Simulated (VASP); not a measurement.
# Al in VASP: a series of runs

Runs on Al. Level: LDA. Tasks: single point.

All numbers are computed with VASP 6.6.1; they aren't measurements. Logs are shortened: lines on timing, memory, paths and dates and some standing lists are left out, and cuts for length are marked.

### Step 1. The cell of the first run

The cell holds a slab with vacuum, 5 atoms: a = 2.817 Å, b = 2.817 Å, c = 25.200 Å, α = 90.00°, β = 90.00°, γ = 120.00°.

### Step 2. Single point, LDA

INCAR reads:

```
PREC = Accurate
ENCUT = 520
EDIFF = 1E-7
ISMEAR = -1
SIGMA = 0.05
LREAL = False
LASPH = True
NELM = 100
ALGO = Normal
ISIF = 2
LWAVE = False
LCHARG = False
LDIPOL = True
IDIPOL = 3
DIPOL = 0.5 0.5 0.500
NBANDS = 16
```

KPOINTS reads:

```
Automatic mesh
0
Gamma
  13 13 1
```

POSCAR reads:

```
Al
1.0
    2.8168008949      0.0000000000      0.0000000000
   -1.4084004474      2.4394211324      0.0000000000
    0.0000000000      0.0000000000     25.1996000000
Al
5
Direct
    0.8333333330      0.1666666670      0.3174646980
    0.1666666670      0.8333333330      0.4087323488
    0.5000000000      0.5000000000      0.5000000000
    0.8333333330      0.1666666670      0.5912676512
    0.1666666670      0.8333333330      0.6825353020
```

Potentials or basis: VASP PAW LDA potentials, release 64 (Al).

The run is started by

```
> cat potpaw_LDA.64/Al/POTCAR > POTCAR
> mpirun -np 1 vasp_std > vasp.out
```

OUTCAR:

```text
PREC = Accurate
   ENCUT = 520
   EDIFF = 1E-7
   ISMEAR = -1
   LREAL = False
   LASPH = True
   NELM = 100
   ISIF = 2

 ion  position               nearest neighbor table
   1  0.833  0.167  0.317-   2 2.82   2 2.82   2 2.82
   2  0.167  0.833  0.409-   1 2.82   1 2.82   1 2.82   3 2.82   3 2.82   3 2.82
   3  0.500  0.500  0.500-   2 2.82   4 2.82   4 2.82   2 2.82   2 2.82   4 2.82
   4  0.833  0.167  0.591-   5 2.82   5 2.82   5 2.82   3 2.82   3 2.82   3 2.82
   5  0.167  0.833  0.683-   4 2.82   4 2.82   4 2.82

  LATTYP: Found a hexagonal cell.
 ALAT       =     2.8168008949
 C/A-ratio  =     8.9461772203

  Lattice vectors:

 A1 = (   2.8168008949,   0.0000000000,   0.0000000000)
 A2 = (  -1.4084004474,   2.4394211324,   0.0000000000)
 A3 = (   0.0000000000,   0.0000000000,  25.1996000000)

Analysis of symmetry for initial positions (statically):
=====================================================================
 Subroutine PRICEL returns:
 Original cell was already a primitive cell.

 Routine SETGRP: Setting up the symmetry group for a
 hexagonal supercell.

 Subroutine GETGRP returns: Found 12 space group operations
 (whereof  4 operations were pure point group operations)
 out of a pool of 24 trial point group operations.

The static configuration has the point symmetry C_2h.
 The point group associated with its full space group is D_3d.

Analysis of symmetry for dynamics (positions and initial velocities):
=====================================================================
 Subroutine PRICEL returns:
 Original cell was already a primitive cell.

 Routine SETGRP: Setting up the symmetry group for a
 hexagonal supercell.

 Subroutine GETGRP returns: Found 12 space group operations
 (whereof  4 operations were pure point group operations)
 out of a pool of 24 trial point group operations.

The dynamic configuration has the point symmetry C_2h.
 The point group associated with its full space group is D_3d.

 Subroutine INISYM returns: Found 12 space group operations
 (whereof  4 operations are pure point group operations),
 and found     1 'primitive' translations

----------------------------------------------------------------------------------------

                                     Primitive cell

  volume of cell :     173.1556

  direct lattice vectors                    reciprocal lattice vectors
     2.816800895  0.000000000  0.000000000     0.355012668  0.204966659  0.000000000
    -1.408400447  2.439421132  0.000000000     0.000000000  0.409933318  0.000000000
     0.000000000  0.000000000 25.199600000     0.000000000  0.000000000  0.039683170

  length of vectors
     2.816800895  2.816800895 25.199600000     0.409933318  0.409933318  0.039683170

  position of ions in fractional coordinates (direct lattice)
     0.833333333  0.166666667  0.317464698
     0.166666667  0.833333333  0.408732349
     0.500000000  0.500000000  0.500000000
     0.833333333  0.166666667  0.591267651
     0.166666667  0.833333333  0.682535302

  ion indices of the primitive-cell ions
   primitive index   ion index
                 1           1
                 2           2
                 3           3
                 4           4
                 5           5

----------------------------------------------------------------------------------------

 KPOINTS: Automatic mesh

Automatic generation of k-mesh.
 Grid dimensions read from file:
 generate k-points for:   13   13    1

 Generating k-lattice:

  Cartesian coordinates                     Fractional coordinates (reciprocal lattice)
     0.027308667  0.015766666  0.000000000     0.076923077  0.000000000  0.000000000
     0.000000000  0.031533332  0.000000000     0.000000000  0.076923077  0.000000000
     0.000000000  0.000000000  0.039683170     0.000000000  0.000000000  1.000000000

  Length of vectors
     0.031533332  0.031533332  0.039683170

  Shift w.r.t. Gamma in fractional coordinates (k-lattice)
     0.000000000  0.000000000  0.000000000

 Subroutine IBZKPT returns following result:
 ===========================================

 Found     21 irreducible k-points:

 Following reciprocal coordinates:
            Coordinates               Weight
  0.000000  0.000000  0.000000      1.000000
  0.076923  0.000000  0.000000      6.000000
  0.153846  0.000000  0.000000      6.000000
  0.230769  0.000000  0.000000      6.000000
  0.307692  0.000000  0.000000      6.000000
  0.384615  0.000000  0.000000      6.000000
[... 13 lines left out ...]
  0.384615  0.230769  0.000000      6.000000
  0.307692  0.307692  0.000000      6.000000
   k-points           NKPTS =     21   k-points in BZ     NKDIM =     21   number of bands    NBANDS=     16
   number of dos      NEDOS =    301   number of ions     NIONS =      5
   total plane-waves  NPLWV = 110592
   dimension x,y,z NGX =    24 NGY =   24 NGZ =  192
   dimension x,y,z NGXF=    48 NGYF=   48 NGZF=  384
   ions per type =               5
   NGX,Y,Z   is equivalent  to a cutoff of  14.16, 14.16, 12.67 a.u.
   NGXF,Y,Z  is equivalent  to a cutoff of  28.33, 28.33, 25.33 a.u.
 SYSTEM =  unknown system
   PREC   = accura    normal or accurate (medium, high low for compatibility)
   ISTART =      0    job   : 0-new  1-cont  2-samecut
   ICHARG =      2    charge: 1-file 2-atom 10-const
   ISPIN  =      1    spin polarized calculation?
   LNONCOLLINEAR =      F non collinear calculations
   LSORBIT =      F    spin-orbit coupling
   LASPH  =      T    aspherical Exc in radial PAW
   ENCUT  =  520.0 eV  38.22 Ry    6.18 a.u.   5.24  5.24 46.85*2*pi/ulx,y,z
   NELM   =    100;   NELMIN=  2; NELMDL= -5     # of ELM steps
   EDIFF  = 0.1E-06   stopping-criterion for ELM
   LREAL  =      F    real-space projection
   EDIFFG = 0.1E-05   stopping-criterion for IOM
   NSW    =      0    number of steps for IOM
   IBRION =     -1    ionic relax: 0-MD 1-quasi-New 2-CG
   NFREE  =      0    steps in history (QN), initial steepest desc. (CG)
   ISIF   =      2    stress and relaxation
   ISYM   =      2    0-nonsym 1-usesym 2-fastsym
   POTIM  = 0.5000    time-step for ionic-motion
   TEBEG  =    0.0;   TEEND  =   0.0 temperature during run
   PSTRESS=    0.0 pullay stress
   NELECT =      15.0000    total number of electrons
   NUPDOWN=      -1.0000    fix difference up-down
   EMIN   =  10.00;   EMAX   =-10.00  energy-range for DOS
   EFERMI =   0.00;   METHOD = LEGACY
   ISMEAR =    -1;   SIGMA  =   0.05  broadening in eV -4-tet -1-fermi 0-gaus
   EFERMI_NEDOS =   21; number of points for ismear=-14 and -15
   IALGO  =     38    algorithm
   IMIX   =      4    mixing-type and parameters
     AMIX     =   0.40;   BMIX     =  1.00
     AMIX_MAG =   1.60;   BMIX_MAG =  1.00
  volume/ion in A,a.u.               =      34.63       233.70
  Fermi-wavevector in a.u.,A,eV,Ry     =   0.724369  1.368859  7.139115  0.524710
  Thomas-Fermi vector in A             =   1.814821
   LORBIT       =      0    0 simple, 1 ext, 2 COOP (PROOUT), +10 PAW based schemes
   GGA     = CA    functional components
   LHFCALC =     F    Hartree Fock is set to
   AEXX    =    0.0000 exact exchange contribution
   IVDW    =     0    specifies the selected vdW correction
   LEPSILON=     F    determine dielectric tensor
   LRPA    =     F    only Hartree local field effects (RPA)
 non-spin polarized calculation
  energy-cutoff  :      520.00
  volume of cell :      173.16
 maximum number of plane-waves:      4689
 NGX is ok and might be reduce to    24
   NGX = 11   NGY = 11   NGZ = 93

 dipolmoment           0.000000      0.000000      0.000000 electrons x Angstroem

 number of electron      15.0000000 magnetization

 dipolmoment           0.000000      0.000000     -0.000000 electrons x Angstroem

 Free energy of the ion-electron system (eV)
  ---------------------------------------------------
  ext. energy  EPLUGINS =         0.00000000
  ---------------------------------------------------
  free energy    TOTEN  =       -20.10425680 eV

  energy without entropy =      -20.08441152  energy(sigma->0) =      -20.09433416

 E-fermi :   1.4601     XC(G=0):  -5.5695

 val. band max:        1.4561135483   @ k =   0.2308   0.2308   0.0000
 cond. band min:       1.4671396170   @ k =   0.3077   0.0769   0.0000
 fundamental gap:      0.0110260687
 Fermi energy:         1.4601349553

 k-point     1 :       0.0000    0.0000    0.0000
  band No.  band energies     occupation
      1      -9.6396      2.00000
      2      -8.9340      2.00000
      3      -7.7733      2.00000
      4      -6.2010      2.00000
      5      -4.2326      2.00000
      6      -2.1829      2.00000
[... 8 lines left out ...]
     15       9.8906      0.00000
     16      12.7550      0.00000

 k-point     2 :       0.0769    0.0000    0.0000
  band No.  band energies     occupation
      1      -9.4930      2.00000
      2      -8.7881      2.00000
      3      -7.6283      2.00000
      4      -6.0571      2.00000
      5      -4.0889      2.00000
      6      -2.0459      2.00000
[... 8 lines left out ...]
     15      10.0089      0.00000
     16      10.2554      0.00000

 k-point     3 :       0.1538    0.0000    0.0000
  band No.  band energies     occupation
      1      -9.0544      2.00000
      2      -8.3513      2.00000
      3      -7.1945      2.00000
      4      -5.6267      2.00000
      5      -3.6595      2.00000
      6      -1.6353      2.00000
[... 8 lines left out ...]
     15       8.2915      0.00000
     16       8.8909      0.00000

 k-point     4 :       0.2308    0.0000    0.0000
  band No.  band energies     occupation
      1      -8.3265      2.00000
      2      -7.6267      2.00000
      3      -6.4748      2.00000
      4      -4.9133      2.00000
      5      -2.9505      2.00000
      6      -0.9539      2.00000
[... 8 lines left out ...]
     15       7.6037      0.00000
     16       8.6087      0.00000

 k-point     5 :       0.3077    0.0000    0.0000
  band No.  band energies     occupation
      1      -7.3142      2.00000
      2      -6.6189      2.00000
      3      -5.4745      2.00000
      4      -3.9237      2.00000
      5      -1.9783      2.00000
      6      -0.0212      2.00000
[... 8 lines left out ...]
     15       7.9123      0.00000
     16       8.2516      0.00000

 k-point     6 :       0.3846    0.0000    0.0000
  band No.  band energies     occupation
      1      -6.0240      2.00000
      2      -5.3351      2.00000
      3      -4.2023      2.00000
      4      -2.6758      2.00000
      5      -0.9278      2.00000
      6      -0.4957      2.00000
[... 8 lines left out ...]
     15       7.7408      0.00000
     16       7.9195      0.00000
[... 210 lines left out ...]
 k-point    18 :       0.2308    0.2308    0.0000
  band No.  band energies     occupation
      1      -5.7389      2.00000
      2      -5.0513      2.00000
      3      -3.9207      2.00000
      4      -2.3947      2.00000
      5      -0.5258      2.00000
      6       1.1222      1.99768
[... 8 lines left out ...]
     15       5.2416      0.00000
     16       6.5917      0.00000

 k-point    19 :       0.3077    0.2308    0.0000
  band No.  band energies     occupation
      1      -4.3238      2.00000
      2      -3.6451      2.00000
      3      -2.5344      2.00000
      4      -1.0954      2.00000
      5      -0.7075      2.00000
      6      -0.1280      2.00000
[... 8 lines left out ...]
     15       4.8276      0.00000
     16       5.5700      0.00000

 k-point    20 :       0.3846    0.2308    0.0000
  band No.  band energies     occupation
      1      -2.6688      2.00000
      2      -2.6361      2.00000
      3      -2.0230      2.00000
      4      -1.9483      2.00000
      5      -1.0635      2.00000
      6      -0.7689      2.00000
[... 8 lines left out ...]
     15       4.4885      0.00000
     16       4.7175      0.00000

 k-point    21 :       0.3077    0.3077    0.0000
  band No.  band energies     occupation
      1      -2.7879      2.00000
      2      -2.1253      2.00000
      3      -1.1084      2.00000
      4      -1.0243      2.00000
      5      -0.9377      2.00000
      6      -0.4287      2.00000
[... 8 lines left out ...]
     15       4.4908      0.00000
     16       4.5893      0.00000

------------------------ aborting loop because EDIFF is reached ----------------------------------------

 vacuum level on the upper side and lower side of the slab       (xc-potential included)        -0.087        -0.087

  FORCE on cell =-STRESS in cart. coord.  units (eV):
  Direction    XX          YY          ZZ          XY          YZ          ZX
  --------------------------------------------------------------------------------------
  -------------------------------------------------------------------------------------
  Total       -1.3313154     -1.3313154      0.6193277     -0.0000000      0.0000000      0.0000000
  in kB      -12.3184186    -12.3184186      5.7305262     -0.0000000      0.0000000      0.0000000
  external PRESSURE =      -6.3021037 kB  Pullay stress =       0.0000000 kB

 VOLUME and BASIS-vectors are now :
 -----------------------------------------------------------------------------
  energy-cutoff  :      520.00
  volume of cell :      173.16
      direct lattice vectors                 reciprocal lattice vectors
     2.816800895  0.000000000  0.000000000     0.355012668  0.204966659  0.000000000
    -1.408400447  2.439421132  0.000000000     0.000000000  0.409933318  0.000000000
     0.000000000  0.000000000 25.199600000     0.000000000  0.000000000  0.039683170

 POSITION                                       TOTAL-FORCE (eV/Angst)
 -----------------------------------------------------------------------------------
      2.11260      0.40657      7.99998         0.000000     -0.000000     -0.104763
     -0.70420      2.03285     10.29989         0.000000     -0.000000      0.074288
      0.70420      1.21971     12.59980        -0.000000      0.000000      0.000000
      2.11260      0.40657     14.89971        -0.000000      0.000000     -0.074288
     -0.70420      2.03285     17.19962        -0.000000      0.000000      0.104763
 -----------------------------------------------------------------------------------
    total drift:                                0.000000     -0.000000     -0.000000

  FREE ENERGIE OF THE ION-ELECTRON SYSTEM (eV)
  ---------------------------------------------------
  free  energy   TOTEN  =       -20.1042568020 eV

  energy  without entropy=      -20.0844115200  energy(sigma->0) =      -20.09433416

 vacuum level on the upper side and lower side of the slab         5.698         5.698
```

It took 83 s on 1 thread of Intel Xeon Platinum 8375C at 2.90GHz (Ice Lake), shared host; peak memory 0.25 GiB.

Results:

```yaml
Free_energy: -20.1043 eV
Largest_force: 0.105 eV/Å
Band_gap_on_the_k_mesh: zero (an odd number of electrons rules out a gap without spin polarisation)
```

Forces on the atoms (eV/Å):
```
Al   0.000  0.000 -0.105
Al   0.000  0.000  0.074
Al   0.000  0.000  0.000
Al   0.000  0.000 -0.074
Al   0.000  0.000  0.105
```

### Step 3. Single point, LDA

INCAR reads:

```
PREC     = Accurate       # precision mode
ENCUT    = 520            # plane-wave cutoff, eV
EDIFF    = 1E-7           # SCF threshold, eV
ISMEAR   = -1             # smearing method
SIGMA    = 0.05           # smearing width, eV
LREAL    = F              # projectors in reciprocal space
LASPH    = T              # aspherical terms in the spheres
NELM     = 100            # most SCF steps
ALGO     = Normal         # electronic algorithm
ISIF     = 2              # what is computed and relaxed
LWAVE    = F              # write WAVECAR
LCHARG   = T              # write CHGCAR
LDIPOL   = T            
IDIPOL   = 3            
DIPOL    = 0.5 0.5 0.500
GGA      = CA             # functional
LELF     = T              # ELF
LVHAR    = T            
LVACPOTAV= T            
NBANDS   = 16             # bands
```

KPOINTS reads:

```
regular mesh
0
Gamma
  13 13 1
```

POSCAR reads:

```
Al
1.0
    2.8168008949      0.0000000000      0.0000000000
   -1.4084004474      2.4394211324      0.0000000000
    0.0000000000      0.0000000000     25.1996000000
Al
5
Direct
    0.8333333333      0.1666666667      0.3149920906
    0.1666666667      0.8333333333      0.4080683962
    0.5000000000      0.5000000000      0.5000000060
    0.8333333333      0.1666666667      0.5919315975
    0.1666666667      0.8333333333      0.6850079097
```

Potentials or basis: VASP PAW LDA potentials, release 64 (Al).

The run is started by

```
> cat potpaw_LDA.64/Al/POTCAR > POTCAR
> mpirun -np 1 vasp_std > vasp.out
```

It took 78 s on 1 thread of Intel Xeon Platinum 8375C at 2.90GHz (Ice Lake), shared host; peak memory 0.25 GiB.

It converged, with:

| Quantity | Value |
| --- | --- |
| Free energy | -20.1097 eV |
| Band gap on the k mesh | zero (an odd number of electrons rules out a gap without spin polarisation) |

Forces in eV/Å, atoms in the order of the input:
```
Al   0.000  0.000  0.002
Al   0.000  0.000  0.000
Al   0.000  0.000  0.000
Al   0.000  0.000  0.000
Al   0.000  0.000 -0.002
```

Levels at points of the mesh, in eV from the Fermi level:
```csv
k point,band 3,band 4,band 5,band 6,band 7,band 8,band 9,band 10,band 11,band 12
"(0.00, 0.00, 0.00)",-9.22,-7.72,-5.79,-3.71,-1.30,1.05,2.96,4.07,4.39,5.85
```

### Step 4. Single point, LDA

INCAR reads:

```
SYSTEM = Al
  PREC = Accurate
  ENCUT = 520
  EDIFF = 1E-6
  ISMEAR = -1
  SIGMA = 0.05
  LREAL = .FALSE.
  LASPH = .TRUE.
  NELM = 80
  ALGO = Normal
  ISIF = 2
  LWAVE = .FALSE.
  LCHARG = .FALSE.
  LDIPOL = .TRUE.
  IDIPOL = 3
  DIPOL = 0.5 0.5 0.500
  GGA = CA
  NBANDS = 16
```

KPOINTS reads:

```
regular mesh
0
G
  13 13 1
  0 0 0
```

POSCAR is that of step 3.

The run is started by

```
> cat potpaw_LDA.64/Al/POTCAR > POTCAR
> mpirun -np 1 vasp_std > vasp.out
```

Wall time 74 s (1 thread of Intel Xeon Platinum 8375C at 2.90GHz (Ice Lake), shared host); peak memory 0.25 GiB.

It converged, with:

* Free energy: -20.1097 eV
* Band gap on the k mesh: zero (an odd number of electrons rules out a gap without spin polarisation)

Forces on the atoms (eV/Å):
```
Al   0.000  0.000  0.002
Al   0.000  0.000  0.000
Al   0.000  0.000  0.000
Al   0.000  0.000  0.000
Al   0.000  0.000 -0.002
```

Levels at points of the mesh, in eV from the Fermi level:
```
           k point  band 4  band 5  band 6  band 7  band 8  band 9  band 10  band 11
(0.00, 0.00, 0.00)   -7.72   -5.79   -3.71   -1.30    1.05    2.96     4.07     4.38
```

The gap in the log of VASP goes by the Fermi energy; the results here count the filled bands.